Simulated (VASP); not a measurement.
**BN: single point with r2SCAN**

Crystal: BN.

```
CELL_PARAMETERS angstrom
2.54397 0.00000 0.00000
-1.27198 2.20314 0.00000
0.00000 0.00000 4.20774
ATOMIC_POSITIONS crystal
B 0.66667 0.33333 0.99980
B 0.33333 0.66667 0.49980
N 0.61060 0.22120 0.60411
N 0.27727 0.55453 0.10411
```

This cell differs from its parent crystal: all N atoms moved +0.263 Å, as atom 3 towards its neighbour atom 2 (B) at 1.561 Å.

```json
{
 "Program": "VASP 6.6.1",
 "Task": "single point",
 "Functional": "r2SCAN",
 "Potentials or basis": "VASP PAW PBE potentials, release 64 (B, N)",
 "Cutoff": "520 eV",
 "k mesh": "12 × 12 × 6",
 "Occupations": "gaussian, width 0.05 eV",
 "Spin": "no spin polarisation"
}
```

```json
{"Pressure": "26.5 GPa", "Largest force": "10.847 eV/Å", "Band gap on the k mesh": "4.79 eV (least direct gap 6.82 eV)"}
```

Forces in eV/Å, atoms in the order of the input:
```
B     0.000  -4.555  -2.616
B     0.000 -10.087  -3.642
N     0.000  10.220   3.635
N     0.000   4.422   2.622
```

Stress tensor (GPa, compression positive):
```
16.38  0.00  0.00
 0.00 48.05 11.98
 0.00 11.98 15.21
```

Levels at points of the mesh, in eV from the valence-band top:
```csv
k point,band 6,band 7,band 8,band 9,band 10,band 11
"(0.00, 0.00, 0.00)",-1.02,-0.54,0.00,6.82,7.12,7.56
"(0.50, 0.00, 0.00)",-6.08,-5.30,-3.04,4.80,6.05,9.82
"(0.00, 0.50, 0.00)",-7.19,-5.08,-3.81,6.18,7.65,11.05
"(0.00, 0.00, 0.50)",-4.07,-0.76,-0.59,6.81,7.09,7.91
"(0.50, 0.00, 0.50)",-5.49,-3.50,-3.39,4.82,5.40,7.59
"(0.00, 0.50, 0.50)",-4.59,-4.28,-4.13,4.79,6.55,8.32
```

Wall time 110 s on 1 thread of Intel(R) Xeon(R) 6975P-C (Granite Rapids), with other jobs on the host, peak memory 0.19 GiB.

Caveat: the cell differs from its parent crystal (all N atoms moved +0.263 Å, as atom 3 towards its neighbour atom 2 (B) at 1.561 Å); the cell stands under pressure; the PAW data sets were made with another functional, which shifts forces and pressure a little. A k mesh can miss the band edges.
